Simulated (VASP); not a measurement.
Input of a VASP 6.6.1 run:

File INCAR:

```
PREC = Accurate
ENCUT = 520
EDIFF = 1E-6
ISMEAR = 0
SIGMA = 0.02
LREAL = False
LASPH = True
NELM = 80
ALGO = Normal
ISIF = 2
LWAVE = False
LCHARG = False
LDIPOL = True
IDIPOL = 3
DIPOL = 0.5 0.5 0.500
GGA = PE
IVDW = 12
NBANDS = 20
```

The input KPOINTS:

```
Automatic mesh
0
Gamma
  12 12 1
```

POSCAR

```
WS2
1.0
    3.3809215560      0.0000000000      0.0000000000
   -1.6904607780      2.9279639557      0.0000000000
    0.0000000000      0.0000000000     32.2905332550
S W
2 1
Direct
    0.3333333333      0.6666666667      0.4533969276
    0.3333333333      0.6666666667      0.5466030724
    0.6666666667      0.3333333333      0.5000000000
```

Potentials or basis: VASP PAW PBE potentials, release 64 (S, W_sv).

The run is started by

```bash
$ cat potpaw_PBE.64/S/POTCAR potpaw_PBE.64/W_sv/POTCAR > POTCAR
$ mpirun -np 1 vasp_std > vasp.out
```

**Question.** Estimate the dispersion energy per atom.

**Answer.** -0.272 eV.

**Question.** What does it give for the band gap on the k mesh?

**Answer.** 0.52 eV (least direct gap 1.19 eV).

Caveat: the cell differs from its parent crystal (biaxial strain +0.070, then relaxed in part); spin-orbit coupling is left out, which moves the levels of the heavy elements.
